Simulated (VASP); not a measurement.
Set up this calculation in VASP 6.6.1, as the native input.

| Item | Value |
| --- | --- |
| Task | single point |
| Functional | PBEsol |
| Potentials or basis | VASP PAW PBE potentials, release 64 (Ba_sv, S) |
| Cutoff | 520 eV |
| k mesh | 6 × 6 × 6 |
| Occupations | gaussian, width 0.05 eV |
| Spin | no spin polarisation |
| Dipole correction | no |
| Further INCAR settings | ALGO = Normal; EDIFF = 1e-06; NBANDS = 15 |

The structure of BaS lies in POSCAR:

```
BaS
1.0
    0.0000000000      3.1231453934      3.1231453934
    3.1231453934      0.0000000000      3.1231453934
    3.1231453934      3.1231453934      0.0000000000
Ba S
1 1
Direct
    0.5000000000      0.5000000000      0.5000000000
    0.0000000000      0.0000000000      0.0000000000
```

This cell differs from its parent crystal: volume scaled by 0.96.

The input as run:

INCAR

```
PREC = Accurate ; ENCUT = 520
EDIFF = 1E-6 ; ISMEAR = 0
SIGMA = 0.05 ; LREAL = False
LASPH = True ; NELM = 80
ALGO = Normal ; ISIF = 2
LWAVE = False ; LCHARG = False
GGA = PS ; NBANDS = 15
```

KPOINTS

```
Automatic mesh
0
Gamma
  6 6 6
```

Potentials or basis: VASP PAW PBE potentials, release 64 (Ba_sv, S).

Run with:

```bash
$ cat potpaw_PBE.64/Ba_sv/POTCAR potpaw_PBE.64/S/POTCAR > POTCAR
$ mpirun -np 1 vasp_std > vasp.out
```

It gave:

```yaml
Pressure: 2.9 GPa
Band_gap_on_the_k_mesh: 1.85 eV, indirect (least direct gap 1.94 eV)
```

Caveat: the PAW data sets were made with another functional, which shifts forces and pressure a little; spin-orbit coupling is left out, which moves the levels of the heavy elements.

It took 7.1 s on 1 thread of Intel(R) Xeon(R) 6975P-C (Granite Rapids), on a shared host, peak memory 0.2 GiB.
